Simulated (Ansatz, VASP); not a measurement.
**One calculation of HfAg2Sn2, two programs**

```
CELL_PARAMETERS angstrom
0.00000 4.54488 0.00000
4.54488 0.00000 0.00000
2.27244 2.27244 -5.70787
ATOMIC_POSITIONS crystal
Hf 0.00000 0.00000 0.00000
Sn 0.38285 0.38285 0.23431
Sn 0.61715 0.61715 0.76569
Ag 0.75000 0.25000 0.50000
Ag 0.25000 0.75000 0.50000
```

Alike in both runs: functional PBE; k mesh 7 × 7 × 7; occupations fermi-dirac, width 0.1017 eV; no spin polarisation.

Ansatz relaxed the structure, and its values are those at the end. VASP's run is a single point on that final structure, the one shown.

```csv
,VASP,Ansatz
version,VASP 6.6.1,Ansatz 0.2.0
potentials or method,"VASP PAW PBE potentials, release 64 (Hf_pv, Sn_d, Ag), cutoff 520 eV",PAW plane waves
valence electrons in the cell,60,92
```

|  | VASP | Ansatz | Ansatz less VASP |
| --- | --- | --- | --- |
| pressure (GPa) | -2.1 | -2.0 | +0.10 |
| rms of the force components (eV/Å) | 0.004 | 0.001 | -0.0032 |

VASP's potentials hold 60 valence electrons a cell and Ansatz's 92, so a difference there can come from the potentials and not from the codes. Ansatz's warnings: stress scf threshold loose.

Neither program's run includes spin-orbit coupling.
